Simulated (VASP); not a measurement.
Input of a VASP 6.6.1 run:

The input POSCAR:

```
PbS
1.0
    0.0000000000      3.0239167281      3.0239167281
    3.0239167281      0.0000000000      3.0239167281
    3.0239167281      3.0239167281      0.0000000000
Pb S
1 1
Direct
    0.0000000000      0.0000000000      0.0000000000
    0.5000000000      0.5000000000      0.5000000000
```

INCAR.step1

```
PREC = Accurate
ENCUT = 520
ISMEAR = -1
SIGMA = 0.05
LREAL = F
LASPH = T
NELM = 80
NBANDS = 17
GGA = PE
ALGO = Normal
EDIFF = 1E-4
LWAVE = T
LCHARG = F
```

INCAR.step2

```
PREC = Accurate
ENCUT = 520
EDIFF = 1E-7
ISMEAR = -1
SIGMA = 0.05
LREAL = F
LASPH = T
NELM = 80
ALGO = Normal
ISIF = 2
LWAVE = F
LCHARG = T
METAGGA = R2SCAN
LMIXTAU = T
LELF = T
LVHAR = T
NBANDS = 17
ISTART = 1
```

The input KPOINTS:

```
regular mesh
0
Gamma
  8 8 8
```

Potentials or basis: VASP PAW PBE potentials, release 64 (Pb_d, S).

Launch:

```sh
$ cat potpaw_PBE.64/Pb_d/POTCAR potpaw_PBE.64/S/POTCAR > POTCAR
$ cp INCAR.step1 INCAR
$ mpirun -np 1 vasp_std > vasp.out
$ cp INCAR.step2 INCAR
$ mpirun -np 1 vasp_std > vasp.out
```

Q: Estimate the pressure.

A: -2.0 GPa.

Q: What does it give for the band gap on the k mesh?

A: 0.83 eV, direct.

Caveat: the PAW data sets were made with another functional, which shifts forces and pressure a little; spin-orbit coupling is left out, which moves the levels of the heavy elements. A k mesh can miss the band edges.
